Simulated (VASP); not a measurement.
Wanted: the native input for a VASP 6.6.1 run.

| Item | Value |
| --- | --- |
| Task | single point |
| Functional | PBEsol |
| Potentials or basis | VASP PAW PBE potentials, release 64 (Fe, O) |
| Cutoff | 520 eV |
| k mesh | 12 × 12 × 12 |
| Occupations | fermi-dirac, width 0.05 eV |
| Spin | no spin polarisation |
| Dipole correction | no |
| Further INCAR settings | ALGO = Normal; EDIFF = 1e-06; NBANDS = 14 |

The structure of FeO lies in POSCAR:

```
FeO
1.0
   -1.6021034130      1.6021034130      2.0833922500
    1.6021034130     -1.6021034130      2.0833922500
    1.6021034130      1.6021034130     -2.0833922500
Fe O
1 1
Direct
    0.0000000000      0.0000000000      0.0000000000
    0.5000000000      0.5000000000      0.0000000000
```

These files were run (other wordings do the same):

INCAR

```
ALGO = Normal ; EDIFF = 1E-6
ENCUT = 520 ; GGA = PS
ISIF = 2 ; ISMEAR = -1
LASPH = T ; LCHARG = F
LREAL = F ; LWAVE = F
NBANDS = 14 ; NELM = 60
PREC = Accurate ; SIGMA = 0.05
```

KPOINTS

```
k-points
0
Gamma
  12 12 12
```

Potentials or basis: VASP PAW PBE potentials, release 64 (Fe, O).

Command:

```bash
$ cat potpaw_PBE.64/Fe/POTCAR potpaw_PBE.64/O/POTCAR > POTCAR
$ mpirun -np 1 vasp_std > vasp.out
```

It gave:

```yaml
Pressure: -36.7 GPa
Band_gap_on_the_k_mesh: zero (bands 7 and 8 overlap by 0.90 eV)
```

Caveat: the cell stands under tension; the PAW data sets were made with another functional, which shifts forces and pressure a little; the run has no spin polarisation, though such a crystal can be magnetic; semilocal functionals often make such compounds metallic where correlation or magnetic order opens a gap, which also shifts bond lengths.

Run time: 20 s on 1 thread of Intel(R) Xeon(R) 6975P-C (Granite Rapids), on a shared host, peak memory 0.17 GiB.
